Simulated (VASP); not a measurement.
# BiTe (Immm) in VASP: single point with r2SCAN

Aim: the single point of BiTe with r2SCAN.

All numbers are computed with VASP 6.6.1; they aren't measurements. Logs are shortened: lines on timing, memory, paths and dates and some standing lists are left out, and cuts for length are marked.

## Step 1: The cell of the first run

It takes space group Immm (No. 71, orthorhombic). Conventional cell: a = 4.558 Å, b = 4.592 Å, c = 6.470 Å, α = 90.00°, β = 90.00°, γ = 90.00°. Within 4.3 Å of Bi (site symmetry mmm) lie 6 Te at 3.23 to 3.24 Å. Within 4.3 Å of Te (site symmetry mmm) lie 6 Bi at 3.23 to 3.24 Å.

## Step 2: Single point, r2SCAN (strain +0.0075 x Voigt [0, 0, 0, 0, 0, 1])

Contents of POSCAR:

```
BiTe
1.0
    0.0121312500      3.2350000000      3.2350000000
    3.2350000000      0.0121312500      3.2350000000
    3.2471312500      3.2471312500      0.0000000000
Bi Te
1 1
Direct
    0.0000000000      0.0000000000      0.0000000000
    0.5000000000      0.5000000000      0.5000000000
```

Contents of INCAR.step1:

```
ALGO     = Normal         # electronic algorithm
EDIFF    = 1E-4           # SCF threshold, eV
ENCUT    = 520            # plane-wave cutoff, eV
GGA      = PE             # functional
ISMEAR   = 0              # smearing method
LASPH    = True           # aspherical terms in the spheres
LCHARG   = False          # write CHGCAR
LREAL    = False          # projectors in reciprocal space
LWAVE    = True           # write WAVECAR
NBANDS   = 18             # bands
NELM     = 100            # most SCF steps
PREC     = Accurate       # precision mode
SIGMA    = 0.15           # smearing width, eV
```

Contents of INCAR.step2:

```
ALGO     = Normal         # electronic algorithm
EDIFF    = 1E-6           # SCF threshold, eV
ENCUT    = 520            # plane-wave cutoff, eV
ISIF     = 2              # what is computed and relaxed
ISMEAR   = 0              # smearing method
ISTART   = 1            
LASPH    = True           # aspherical terms in the spheres
LCHARG   = False          # write CHGCAR
LMIXTAU  = True         
LREAL    = False          # projectors in reciprocal space
LWAVE    = False          # write WAVECAR
METAGGA  = R2SCAN         # meta-GGA
NBANDS   = 18             # bands
NELM     = 100            # most SCF steps
PREC     = Accurate       # precision mode
SIGMA    = 0.15           # smearing width, eV
```

Contents of KPOINTS:

```
k-points
0
Gamma
  14 14 14
```

Potentials or basis: VASP PAW PBE potentials, release 64 (Bi_d, Te).

The run is started by

```sh
cat potpaw_PBE.64/Bi_d/POTCAR potpaw_PBE.64/Te/POTCAR > POTCAR
cp INCAR.step1 INCAR
mpirun -np 1 vasp_std > vasp.out
cp INCAR.step2 INCAR
mpirun -np 1 vasp_std > vasp.out
```

OUTCAR:

```text
EDIFF = 1E-6
   ENCUT = 520
   ISIF = 2
   ISMEAR = 0
   ISTART = 1
   LASPH = True
   LREAL = False
   METAGGA = R2SCAN
   NELM = 100
   PREC = Accurate

 ion  position               nearest neighbor table
   1  0.000  0.000  0.000-   2 3.23   2 3.23   2 3.24   2 3.24   2 3.24   2 3.24
   2  0.500  0.500  0.500-   1 3.23   1 3.23   1 3.24   1 3.24   1 3.24   1 3.24

  LATTYP: Found a body centered orthorhombic cell.
 ALAT       =     4.5578246960
 B/A-ratio  =     1.0075282309
 C/A-ratio  =     1.4195368255

  Lattice vectors:

 A1 = (   3.2350000000,   0.0121312500,  -3.2350000000)
 A2 = (  -3.2350000000,  -0.0121312500,  -3.2350000000)
 A3 = (   0.0121312500,   3.2350000000,   3.2350000000)

Analysis of symmetry for initial positions (statically):
=====================================================================
 Subroutine PRICEL returns:
 Original cell was already a primitive cell.

 Routine SETGRP: Setting up the symmetry group for a
 body centered orthorhombic supercell.

 Subroutine GETGRP returns: Found  8 space group operations
 (whereof  8 operations were pure point group operations)
 out of a pool of  8 trial point group operations.

The static configuration has the point symmetry D_2h.

Analysis of symmetry for dynamics (positions and initial velocities):
=====================================================================
 Subroutine PRICEL returns:
 Original cell was already a primitive cell.

 Routine SETGRP: Setting up the symmetry group for a
 body centered orthorhombic supercell.

 Subroutine GETGRP returns: Found  8 space group operations
 (whereof  8 operations were pure point group operations)
 out of a pool of  8 trial point group operations.

The dynamic configuration has the point symmetry D_2h.

 Subroutine INISYM returns: Found  8 space group operations
 (whereof  8 operations are pure point group operations),
 and found     1 'primitive' translations

----------------------------------------------------------------------------------------

                                     Primitive cell

  volume of cell :      67.7091

  direct lattice vectors                    reciprocal lattice vectors
[... 82 lines left out ...]
   LNONCOLLINEAR =      F non collinear calculations
   LSORBIT =      F    spin-orbit coupling
   LASPH  =      T    aspherical Exc in radial PAW
   ENCUT  =  520.0 eV  38.22 Ry    6.18 a.u.   8.51  8.51  8.54*2*pi/ulx,y,z
   NELM   =    100;   NELMIN=  2; NELMDL=  0     # of ELM steps
   EDIFF  = 0.1E-05   stopping-criterion for ELM
   LREAL  =      F    real-space projection
   EDIFFG = 0.1E-04   stopping-criterion for IOM
   NSW    =      0    number of steps for IOM
   IBRION =     -1    ionic relax: 0-MD 1-quasi-New 2-CG
   NFREE  =      0    steps in history (QN), initial steepest desc. (CG)
   ISIF   =      2    stress and relaxation
   ISYM   =      2    0-nonsym 1-usesym 2-fastsym
   POTIM  = 0.5000    time-step for ionic-motion
   TEBEG  =    0.0;   TEEND  =   0.0 temperature during run
   PSTRESS=    0.0 pullay stress
   NELECT =      21.0000    total number of electrons
   NUPDOWN=      -1.0000    fix difference up-down
   EMIN   =  10.00;   EMAX   =-10.00  energy-range for DOS
   EFERMI =   0.00;   METHOD = LEGACY
   ISMEAR =     0;   SIGMA  =   0.15  broadening in eV -4-tet -1-fermi 0-gaus
   EFERMI_NEDOS =   21; number of points for ismear=-14 and -15
   IALGO  =     38    algorithm
   IMIX   =      4    mixing-type and parameters
     AMIX     =   0.40;   BMIX     =  1.00
     AMIX_MAG =   1.60;   BMIX_MAG =  1.00
  volume/ion in A,a.u.               =      33.85       228.46
  Fermi-wavevector in a.u.,A,eV,Ry     =   1.108151  2.094102 16.707941  1.227999
  Thomas-Fermi vector in A             =   2.244675
   LORBIT       =      0    0 simple, 1 ext, 2 COOP (PROOUT), +10 PAW based schemes
   METAGGA = R2SCAN    functional components
   LHFCALC =     F    Hartree Fock is set to
   AEXX    =    0.0000 exact exchange contribution
   IVDW    =     0    specifies the selected vdW correction
   LEPSILON=     F    determine dielectric tensor
   LRPA    =     F    only Hartree local field effects (RPA)
 non-spin polarized calculation
 Gauss-broadening in eV      SIGMA  =   0.15
  energy-cutoff  :      520.00
  volume of cell :       67.71
 maximum number of plane-waves:      1849
 NGX is ok and might be reduce to    36
   NGX = 17   NGY = 17   NGZ = 17

 number of electron      21.0000001 magnetization

 Free energy of the ion-electron system (eV)
  ---------------------------------------------------
  ext. energy  EPLUGINS =         0.00000000
  ---------------------------------------------------
  free energy    TOTEN  =       -84.03461890 eV

  energy without entropy =      -84.01889285  energy(sigma->0) =      -84.02675588

 E-fermi :   6.6176     XC(G=0): -10.0016

 val. band max:        6.6164640327   @ k =   0.5000   0.5000   0.4286
 cond. band min:       6.6186116402   @ k =  -0.2143  -0.0000   0.2857
 fundamental gap:      0.0021476074
 Fermi energy:         6.6175603261

 k-point     1 :       0.0000    0.0000    0.0000
  band No.  band energies     occupation
      1     -17.3088      2.00000
      2     -17.3088      2.00000
      3     -17.3039      2.00000
      4     -17.3032      2.00000
      5     -17.3026      2.00000
      6      -7.5591      2.00000
[... 481 lines left out ...]
      5     -17.2985      2.00000
      6      -6.8730      2.00000
[... 10 lines left out ...]
     17      14.9526      0.00000
     18      15.0664      0.00000

 [... further k-points ...]

------------------------ aborting loop because EDIFF is reached ----------------------------------------

  FORCE on cell =-STRESS in cart. coord.  units (eV):
  Direction    XX          YY          ZZ          XY          YZ          ZX
  --------------------------------------------------------------------------------------
  -------------------------------------------------------------------------------------
  Total       -0.0173514     -0.0173514     -0.0176467     -0.0013735      0.0000000      0.0000000
  in kB       -0.4105817     -0.4105817     -0.4175683     -0.0325009      0.0000000      0.0000000
  external PRESSURE =      -0.4129106 kB  Pullay stress =       0.0000000 kB

 VOLUME and BASIS-vectors are now :
 -----------------------------------------------------------------------------
  energy-cutoff  :      520.00
  volume of cell :       67.71
      direct lattice vectors                 reciprocal lattice vectors
     0.012131250  3.235000000  3.235000000    -0.155141285  0.155141285  0.154559505
     3.235000000  0.012131250  3.235000000     0.155141285 -0.155141285  0.154559505
     3.247131250  3.247131250  0.000000000     0.153982073  0.153982073 -0.154559505

 POSITION                                       TOTAL-FORCE (eV/Angst)
 -----------------------------------------------------------------------------------
      0.00000      0.00000      0.00000         0.000000      0.000000      0.000000
      3.24713      3.24713      3.23500        -0.000000      0.000000      0.000000
 -----------------------------------------------------------------------------------
    total drift:                               -0.000000      0.000000      0.000000

  FREE ENERGIE OF THE ION-ELECTRON SYSTEM (eV)
  ---------------------------------------------------
  free  energy   TOTEN  =       -84.0346188984 eV

  energy  without entropy=      -84.0188928523  energy(sigma->0) =      -84.02675588
```

Run time: 39 min. Hardware: 1 thread of Intel Xeon 8259CL, shared host; peak memory 0.63 GiB.

Results:

* Free energy: -84.0346 eV
* Pressure: 0.0 GPa
* Band gap on the k mesh: zero (an odd number of electrons rules out a gap without spin polarisation)

Caveat: the cell differs from its parent crystal (strain +0.0075 x Voigt [0, 0, 0, 0, 0, 1]); the PAW data sets were made with another functional, which shifts forces and pressure a little; spin-orbit coupling is left out, which moves the levels of the heavy elements.
